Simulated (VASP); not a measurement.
Here is a VASP 6.6.1 calculation.

The input INCAR:

```
SYSTEM = Sb
ALGO = Normal
EDIFF = 1E-7
ENCUT = 520
GGA = PE
ISIF = 2
ISMEAR = 0
LASPH = .True.
LCHARG = .False.
LREAL = .False.
LWAVE = .False.
NBANDS = 8
NELM = 60
PREC = Accurate
SIGMA = 0.1
```

File KPOINTS:

```
k-points
0
Gamma
  16 16 16
  0 0 0
```

POSCAR

```
Sb
1.0
   -1.8957535199      1.8957535199      1.8957535199
    1.8957535199     -1.8957535199      1.8957535199
    1.8957535199      1.8957535199     -1.8957535199
Sb
1
Direct
    0.0000000000      0.0000000000      0.0000000000
```

Potentials or basis: VASP PAW PBE potentials, release 64 (Sb).

Run with:

```bash
$ cat potpaw_PBE.64/Sb/POTCAR > POTCAR
$ mpirun -np 1 vasp_std > vasp.out
```

(1) What does it give for the band gap on the k mesh?

(2) What does it give for the pressure?

## Answers

(1) zero (an odd number of electrons rules out a gap without spin polarisation).

(2) -0.1 GPa.

Caveat: spin-orbit coupling is left out, which moves the levels of the heavy elements.
